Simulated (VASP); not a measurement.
# Cd (Fm-3m) in VASP: further runs

Cd is run at these levels: PBEsol; tasks: single point.

Everything below comes from runs of VASP 6.6.1. Logs are shortened: lines on timing, memory, paths and dates and some standing lists are left out, and cuts for length are marked.

## 1. The cell of the first run

It takes space group Fm-3m (No. 225, cubic). Conventional cell: a = 4.359 Å, b = 4.359 Å, c = 4.359 Å, α = 90.00°, β = 90.00°, γ = 90.00°. Within 4.1 Å of Cd (site symmetry m-3m) lie 12 Cd at 3.08 Å.

This isn't the form of Cd at room conditions, which is hcp.

## 2. Single point, PBEsol

INCAR reads:

```
PREC = Accurate ; ENCUT = 500
EDIFF = 1E-6 ; ISMEAR = -1
SIGMA = 0.05 ; LREAL = False
LASPH = True ; NELM = 120
ALGO = Normal ; ISIF = 2
LWAVE = False ; LCHARG = False
GGA = PS ; NBANDS = 12
GGA_COMPAT = False
```

KPOINTS reads:

```
Automatic mesh
0
Gamma
  8 8 8
```

POSCAR reads:

```
Cd
1.0
    0.0000000000      2.1795870829      2.1795870829
    2.1795870829      0.0000000000      2.1795870829
    2.1795870829      2.1795870829      0.0000000000
Cd
1
Direct
    0.0000000000      0.0000000000      0.0000000000
```

Potentials or basis: VASP PAW PBE potentials, release 64 (Cd).

Started as:

```bash
> cat potpaw_PBE.64/Cd/POTCAR > POTCAR
> mpirun -np 1 vasp_std > vasp.out
```

OUTCAR:

```text
PREC = Accurate
   ENCUT = 500
   EDIFF = 1E-6
   ISMEAR = -1
   LREAL = False
   LASPH = True
   NELM = 120
   ISIF = 2
   GGA = PS

 ion  position               nearest neighbor table
   1  0.000  0.000  0.000-

  LATTYP: Found a face centered cubic cell.
 ALAT       =     4.3591741658

  Lattice vectors:

 A1 = (   0.0000000000,   2.1795870829,   2.1795870829)
 A2 = (   2.1795870829,   0.0000000000,   2.1795870829)
 A3 = (   2.1795870829,   2.1795870829,   0.0000000000)

Analysis of symmetry for initial positions (statically):
=====================================================================
 Subroutine PRICEL returns:
 Original cell was already a primitive cell.

 Routine SETGRP: Setting up the symmetry group for a
 face centered cubic supercell.

 Subroutine GETGRP returns: Found 48 space group operations
 (whereof 48 operations were pure point group operations)
 out of a pool of 48 trial point group operations.

The static configuration has the point symmetry O_h .

Analysis of symmetry for dynamics (positions and initial velocities):
=====================================================================
 Subroutine PRICEL returns:
 Original cell was already a primitive cell.

 Routine SETGRP: Setting up the symmetry group for a
 face centered cubic supercell.

 Subroutine GETGRP returns: Found 48 space group operations
 (whereof 48 operations were pure point group operations)
 out of a pool of 48 trial point group operations.

The dynamic configuration has the point symmetry O_h .

 Subroutine INISYM returns: Found 48 space group operations
 (whereof 48 operations are pure point group operations),
 and found     1 'primitive' translations

----------------------------------------------------------------------------------------

                                     Primitive cell

  volume of cell :      20.7087

  direct lattice vectors                    reciprocal lattice vectors
     0.000000000  2.179587083  2.179587083    -0.229401249  0.229401249  0.229401249
     2.179587083  0.000000000  2.179587083     0.229401249 -0.229401249  0.229401249
     2.179587083  2.179587083  0.000000000     0.229401249  0.229401249 -0.229401249

  length of vectors
     3.082401613  3.082401613  3.082401613     0.397334619  0.397334619  0.397334619

  position of ions in fractional coordinates (direct lattice)
     0.000000000  0.000000000  0.000000000

  ion indices of the primitive-cell ions
   primitive index   ion index
                 1           1

----------------------------------------------------------------------------------------

 KPOINTS: Automatic mesh

Automatic generation of k-mesh.
 Grid dimensions read from file:
 generate k-points for:    8    8    8

 Generating k-lattice:

  Cartesian coordinates                     Fractional coordinates (reciprocal lattice)
    -0.028675156  0.028675156  0.028675156     0.125000000  0.000000000  0.000000000
     0.028675156 -0.028675156  0.028675156     0.000000000  0.125000000  0.000000000
     0.028675156  0.028675156 -0.028675156     0.000000000  0.000000000  0.125000000

  Length of vectors
     0.049666827  0.049666827  0.049666827

  Shift w.r.t. Gamma in fractional coordinates (k-lattice)
     0.000000000  0.000000000  0.000000000

 Subroutine IBZKPT returns following result:
 ===========================================

 Found     29 irreducible k-points:

 Following reciprocal coordinates:
            Coordinates               Weight
  0.000000  0.000000  0.000000      1.000000
  0.125000  0.000000  0.000000      8.000000
  0.250000  0.000000  0.000000      8.000000
  0.375000  0.000000  0.000000      8.000000
  0.500000  0.000000  0.000000      4.000000
  0.125000  0.125000  0.000000      6.000000
[... 16 lines left out ...]
  0.500000  0.250000  0.125000     48.000000
 -0.375000  0.250000  0.125000     24.000000
 [... further k-points ...]
   k-points           NKPTS =     29   k-points in BZ     NKDIM =     29   number of bands    NBANDS=     12
   number of dos      NEDOS =    301   number of ions     NIONS =      1
   total plane-waves  NPLWV =  13824
   dimension x,y,z NGX =    24 NGY =   24 NGZ =   24
   dimension x,y,z NGXF=    48 NGYF=   48 NGZF=   48
   ions per type =               1
   NGX,Y,Z   is equivalent  to a cutoff of  12.94, 12.94, 12.94 a.u.
   NGXF,Y,Z  is equivalent  to a cutoff of  25.89, 25.89, 25.89 a.u.
 SYSTEM =  unknown system
   PREC   = accura    normal or accurate (medium, high low for compatibility)
   ISTART =      0    job   : 0-new  1-cont  2-samecut
   ICHARG =      2    charge: 1-file 2-atom 10-const
   ISPIN  =      1    spin polarized calculation?
   LNONCOLLINEAR =      F non collinear calculations
   LSORBIT =      F    spin-orbit coupling
   LASPH  =      T    aspherical Exc in radial PAW
   ENCUT  =  500.0 eV  36.75 Ry    6.06 a.u.   5.62  5.62  5.62*2*pi/ulx,y,z
   NELM   =    120;   NELMIN=  2; NELMDL= -5     # of ELM steps
   EDIFF  = 0.1E-05   stopping-criterion for ELM
   LREAL  =      F    real-space projection
   EDIFFG = 0.1E-04   stopping-criterion for IOM
   NSW    =      0    number of steps for IOM
   IBRION =     -1    ionic relax: 0-MD 1-quasi-New 2-CG
   NFREE  =      0    steps in history (QN), initial steepest desc. (CG)
   ISIF   =      2    stress and relaxation
   ISYM   =      2    0-nonsym 1-usesym 2-fastsym
   POTIM  = 0.5000    time-step for ionic-motion
   TEBEG  =    0.0;   TEEND  =   0.0 temperature during run
   PSTRESS=    0.0 pullay stress
   NELECT =      12.0000    total number of electrons
   NUPDOWN=      -1.0000    fix difference up-down
   EMIN   =  10.00;   EMAX   =-10.00  energy-range for DOS
   EFERMI =   0.00;   METHOD = LEGACY
   ISMEAR =    -1;   SIGMA  =   0.05  broadening in eV -4-tet -1-fermi 0-gaus
   EFERMI_NEDOS =   21; number of points for ismear=-14 and -15
   IALGO  =     38    algorithm
   IMIX   =      4    mixing-type and parameters
     AMIX     =   0.40;   BMIX     =  1.00
     AMIX_MAG =   1.60;   BMIX_MAG =  1.00
  volume/ion in A,a.u.               =      20.71       139.75
  Fermi-wavevector in a.u.,A,eV,Ry     =   1.364848  2.579189 25.345078  1.862811
  Thomas-Fermi vector in A             =   2.491128
   LORBIT       =      0    0 simple, 1 ext, 2 COOP (PROOUT), +10 PAW based schemes
   GGA     = PS    functional components
   LHFCALC =     F    Hartree Fock is set to
   AEXX    =    0.0000 exact exchange contribution
   IVDW    =     0    specifies the selected vdW correction
   LEPSILON=     F    determine dielectric tensor
   LRPA    =     F    only Hartree local field effects (RPA)
 non-spin polarized calculation
  energy-cutoff  :      500.00
  volume of cell :       20.71
 maximum number of plane-waves:       544
 NGX is ok and might be reduce to    24
   NGX = 11   NGY = 11   NGZ = 11

 number of electron      12.0000003 magnetization

 Free energy of the ion-electron system (eV)
  ---------------------------------------------------
  ext. energy  EPLUGINS =         0.00000000
  ---------------------------------------------------
  free energy    TOTEN  =        -1.18201723 eV

  energy without entropy =       -1.17738263  energy(sigma->0) =       -1.17969993

 E-fermi :   2.7451     XC(G=0): -11.4460

 val. band max:        2.6040256881   @ k =  -0.3750   0.3750   0.1250
 cond. band min:       2.8172632576   @ k =   0.5000   0.1250   0.0000
 fundamental gap:      0.2132375695
 Fermi energy:         2.7451109011

 k-point     1 :       0.0000    0.0000    0.0000
  band No.  band energies     occupation
      1      -6.1802      2.00000
      2      -6.1723      2.00000
      3      -6.1723      2.00000
      4      -6.1723      2.00000
      5      -5.6565      2.00000
      6      -5.6565      2.00000
      7      17.1188      0.00000
      8      18.4891      0.00000
      9      18.4891      0.00000
     10      18.4891      0.00000
     11      21.9742      0.00000
     12      21.9742      0.00000

 k-point     2 :       0.1250    0.0000    0.0000
  band No.  band energies     occupation
      1      -6.2640      2.00000
      2      -6.1080      2.00000
      3      -6.1080      2.00000
      4      -5.7094      2.00000
      5      -5.6670      2.00000
      6      -5.6670      2.00000
      7      14.3940      0.00000
      8      17.4336      0.00000
      9      17.9572      0.00000
     10      17.9572      0.00000
     11      22.1019      0.00000
     12      22.8445      0.00000

 k-point     3 :       0.2500    0.0000    0.0000
  band No.  band energies     occupation
      1      -6.4766      2.00000
      2      -6.0609      2.00000
      3      -6.0609      2.00000
      4      -5.5733      2.00000
      5      -5.5733      2.00000
      6      -4.3148      2.00000
      7       9.5210      0.00000
      8      17.0766      0.00000
      9      17.0766      0.00000
     10      17.1300      0.00000
     11      21.6673      0.00000
     12      21.7673      0.00000
[... 286 lines left out ...]
 k-point    23 :       0.5000    0.2500    0.1250
  band No.  band energies     occupation
      1      -6.4512      2.00000
      2      -6.2426      2.00000
      3      -5.9423      2.00000
      4      -5.6805      2.00000
      5      -5.3557      2.00000
      6      -0.7638      2.00000
      7       6.0509      0.00000
      8      10.2043      0.00000
      9      12.4897      0.00000
     10      17.8846      0.00000
     11      20.8504      0.00000
     12      23.1906      0.00000

 k-point    24 :      -0.3750    0.2500    0.1250
  band No.  band energies     occupation
      1      -6.4561      2.00000
      2      -6.3197      2.00000
      3      -5.8263      2.00000
      4      -5.7581      2.00000
      5      -5.2705      2.00000
      6       2.1006      1.99999
      7       2.4677      1.99224
      8      10.5858      0.00000
      9      11.2793      0.00000
     10      17.6178      0.00000
     11      20.9544      0.00000
     12      26.0242      0.00000

 [... further k-points ...]

------------------------ aborting loop because EDIFF is reached ----------------------------------------

  FORCE on cell =-STRESS in cart. coord.  units (eV):
  Direction    XX          YY          ZZ          XY          YZ          ZX
  --------------------------------------------------------------------------------------
  -------------------------------------------------------------------------------------
  Total        0.1647076      0.1647076      0.1647076      0.0000000     -0.0000000     -0.0000000
  in kB       12.7429935     12.7429935     12.7429935      0.0000000     -0.0000000     -0.0000000
  external PRESSURE =      12.7429935 kB  Pullay stress =       0.0000000 kB

 VOLUME and BASIS-vectors are now :
 -----------------------------------------------------------------------------
  energy-cutoff  :      500.00
  volume of cell :       20.71
      direct lattice vectors                 reciprocal lattice vectors
     0.000000000  2.179587083  2.179587083    -0.229401249  0.229401249  0.229401249
     2.179587083  0.000000000  2.179587083     0.229401249 -0.229401249  0.229401249
     2.179587083  2.179587083  0.000000000     0.229401249  0.229401249 -0.229401249

 POSITION                                       TOTAL-FORCE (eV/Angst)
 -----------------------------------------------------------------------------------
      0.00000      0.00000      0.00000         0.000000      0.000000      0.000000
 -----------------------------------------------------------------------------------
    total drift:                               -0.000000      0.000000     -0.000000

  FREE ENERGIE OF THE ION-ELECTRON SYSTEM (eV)
  ---------------------------------------------------
  free  energy   TOTEN  =        -1.1820172314 eV

  energy  without entropy=       -1.1773826289  energy(sigma->0) =       -1.17969993
```

Wall time 4.7 s (1 thread of Intel Xeon Platinum 8259CL at 2.50GHz (Skylake/Cascade Lake), shared host); peak memory 0.13 GiB.

What came out:

```
Free energy            : -1.1820 eV
Pressure               : 1.3 GPa
Band gap on the k mesh : zero (bands 6 and 7 overlap by 3.34 eV)
```

Levels at points of the mesh, in eV from the Fermi level:
| k point | band 4 | band 5 | band 6 | band 7 | band 8 | band 9 |
| --- | --- | --- | --- | --- | --- | --- |
| (0.00, 0.00, 0.00) | -8.92 | -8.40 | -8.40 | 14.37 | 15.74 | 15.74 |
| (0.50, 0.00, 0.00) | -7.98 | -7.98 | -2.27 | -0.95 | 13.29 | 13.29 |
| (0.50, 0.50, 0.00) | -7.88 | -7.88 | -0.68 | 1.87 | 7.24 | 7.24 |

Caveat: the PAW data sets were made with another functional, which shifts forces and pressure a little.

## 3. Single point, PBEsol

This run uses another cell than the first one, of 21.02 Å³/atom.

INCAR reads:

```
SYSTEM = Cd
PREC = Accurate ; ENCUT = 500
EDIFF = 1E-6 ; ISMEAR = -1
SIGMA = 0.05 ; LREAL = .FALSE.
LASPH = .TRUE. ; NELM = 120
ALGO = Normal ; ISIF = 2
LWAVE = .FALSE. ; LCHARG = .FALSE.
GGA = PS ; NBANDS = 12
GGA_COMPAT = .FALSE.
```

KPOINTS reads:

```
Automatic mesh
0
G
  8 8 8
  0 0 0
```

POSCAR reads:

```
Cd
1.0
    0.0000000000      2.1905952852      2.1905952852
    2.1905952852      0.0000000000      2.1905952852
    2.1905952852      2.1905952852      0.0000000000
Cd
1
Direct
    0.0000000000      0.0000000000      0.0000000000
```

Potentials or basis: VASP PAW PBE potentials, release 64 (Cd).

Started as:

```bash
> cat potpaw_PBE.64/Cd/POTCAR > POTCAR
> mpirun -np 1 vasp_std > vasp.out
```

Wall time 4.7 s (1 thread of Intel Xeon Platinum 8259CL at 2.50GHz (Skylake/Cascade Lake), shared host); peak memory 0.14 GiB.

The run converged. Its results:

| Item | Value |
| --- | --- |
| Free energy | -1.1836 eV |
| Pressure | 0.3 GPa |
| Band gap on the k mesh | zero (bands 6 and 7 overlap by 3.35 eV) |

Levels at points of the mesh, in eV from the Fermi level:
| k point | band 3 | band 4 | band 5 | band 6 | band 7 | band 8 | band 9 | band 10 |
| --- | --- | --- | --- | --- | --- | --- | --- | --- |
| (0.00, 0.00, 0.00) | -8.87 | -8.80 | -8.37 | -8.37 | 14.33 | 15.60 | 15.60 | 15.60 |
| (0.50, 0.00, 0.00) | -8.86 | -7.96 | -7.96 | -2.20 | -0.97 | 13.15 | 13.15 | 13.41 |
| (0.50, 0.50, 0.00) | -7.98 | -7.86 | -7.86 | -0.63 | 1.82 | 7.19 | 7.19 | 11.63 |

Caveat: the PAW data sets were made with another functional, which shifts forces and pressure a little.

## 4. Single point, PBEsol

This run uses another cell than the first one, of 21.34 Å³/atom.

INCAR reads:

```
SYSTEM = Cd
  PREC = Accurate
  ENCUT = 500
  EDIFF = 1E-6
  ISMEAR = -1
  SIGMA = 0.05
  LREAL = .FALSE.
  LASPH = .TRUE.
  NELM = 120
  ALGO = Normal
  ISIF = 2
  LWAVE = .FALSE.
  LCHARG = .FALSE.
  GGA = PS
  NBANDS = 12
  GGA_COMPAT = .FALSE.
```

KPOINTS reads:

```
regular mesh
0
G
  8 8 8
  0 0 0
```

POSCAR reads:

```
Cd
1.0
    0.0000000000      2.2014939486      2.2014939486
    2.2014939486      0.0000000000      2.2014939486
    2.2014939486      2.2014939486      0.0000000000
Cd
1
Direct
    0.0000000000      0.0000000000      0.0000000000
```

Potentials or basis: VASP PAW PBE potentials, release 64 (Cd).

Started as:

```bash
> cat potpaw_PBE.64/Cd/POTCAR > POTCAR
> mpirun -np 1 vasp_std > vasp.out
```

OUTCAR:

```text
SYSTEM = Cd
   PREC = Accurate
   ENCUT = 500
   EDIFF = 1E-6
   ISMEAR = -1
   LREAL = .FALSE.
   LASPH = .TRUE.
   NELM = 120
   ISIF = 2
   GGA = PS

 ion  position               nearest neighbor table
   1  0.000  0.000  0.000-

  LATTYP: Found a face centered cubic cell.
 ALAT       =     4.4029878972

  Lattice vectors:

 A1 = (   0.0000000000,   2.2014939486,   2.2014939486)
 A2 = (   2.2014939486,   0.0000000000,   2.2014939486)
[... 538 lines left out ...]
     12      25.4476      0.00000

 [... further k-points ...]

------------------------ aborting loop because EDIFF is reached ----------------------------------------

  FORCE on cell =-STRESS in cart. coord.  units (eV):
  Direction    XX          YY          ZZ          XY          YZ          ZX
  --------------------------------------------------------------------------------------
  -------------------------------------------------------------------------------------
  Total       -0.0676206     -0.0676206     -0.0676206      0.0000000      0.0000000     -0.0000000
  in kB       -5.0770024     -5.0770024     -5.0770024      0.0000000      0.0000000     -0.0000000
  external PRESSURE =      -5.0770024 kB  Pullay stress =       0.0000000 kB

 VOLUME and BASIS-vectors are now :
 -----------------------------------------------------------------------------
  energy-cutoff  :      500.00
  volume of cell :       21.34
      direct lattice vectors                 reciprocal lattice vectors
     0.000000000  2.201493949  2.201493949    -0.227118498  0.227118498  0.227118498
     2.201493949  0.000000000  2.201493949     0.227118498 -0.227118498  0.227118498
     2.201493949  2.201493949  0.000000000     0.227118498  0.227118498 -0.227118498

 POSITION                                       TOTAL-FORCE (eV/Angst)
 -----------------------------------------------------------------------------------
      0.00000      0.00000      0.00000        -0.000000      0.000000     -0.000000
 -----------------------------------------------------------------------------------
    total drift:                               -0.000000      0.000000      0.000000

  FREE ENERGIE OF THE ION-ELECTRON SYSTEM (eV)
  ---------------------------------------------------
  free  energy   TOTEN  =        -1.1834542615 eV

  energy  without entropy=       -1.1782217759  energy(sigma->0) =       -1.18083802
```

OSZICAR:

```text
N       E                     dE             d eps       ncg     rms          rms(c)
DAV:   1     0.677840920924E+02    0.67784E+02   -0.67982E+03   752   0.971E+02
DAV:   2    -0.248881909022E-01   -0.67809E+02   -0.64596E+02   752   0.233E+02
DAV:   3    -0.126488392367E+01   -0.12400E+01   -0.12395E+01   828   0.353E+01
DAV:   4    -0.126637751410E+01   -0.14936E-02   -0.14936E-02   788   0.124E+00
DAV:   5    -0.126638081761E+01   -0.33035E-05   -0.33038E-05   840   0.580E-02    0.319E+00
DAV:   6    -0.118967431818E+01    0.76706E-01   -0.20136E-01   820   0.579E+00    0.256E+00
DAV:   7    -0.118424662308E+01    0.54277E-02   -0.13483E-02   812   0.122E+00    0.137E+00
DAV:   8    -0.118343786888E+01    0.80875E-03   -0.14661E-03   772   0.528E-01    0.625E-02
DAV:   9    -0.118344881595E+01   -0.10947E-04   -0.49082E-06   808   0.172E-02    0.159E-02
DAV:  10    -0.118345428023E+01   -0.54643E-05   -0.36088E-06   752   0.228E-02    0.234E-03
DAV:  11    -0.118345426153E+01    0.18706E-07   -0.37266E-08   420   0.230E-03
   1 F= -.11834543E+01 E0= -.11808380E+01  d E =-.523249E-02
```

It took 4.7 s on 1 thread of Intel Xeon Platinum 8259CL at 2.50GHz (Skylake/Cascade Lake), shared host; peak memory 0.14 GiB.

Results:

```yaml
Free_energy: -1.1835 eV
Pressure: -0.5 GPa
Band_gap_on_the_k_mesh: zero (bands 6 and 7 overlap by 3.37 eV)
```

Caveat: the PAW data sets were made with another functional, which shifts forces and pressure a little.

## 5. Summary

| cell | gap on the mesh (eV) | pressure (GPa) |
| --- | --- | --- |
| a = 3.082 Å, angles 60.0°, 1 atom | none | 1.3 |
| a = 3.098 Å, angles 60.0°, 1 atom | none | 0.3 |
| a = 3.113 Å, angles 60.0°, 1 atom | none | -0.5 |

Alike in all rows: task single point; level PBEsol; potentials or basis VASP PAW PBE potentials, release 64 (Cd); no spin polarisation; k mesh 8 × 8 × 8; cutoff (eV) 500; smearing fermi-dirac 0.05 eV.

Caveats: the PAW data sets were made with another functional, which shifts forces and pressure a little.

Total energies depend on the potentials used, so only differences within one code and one set of settings carry meaning.
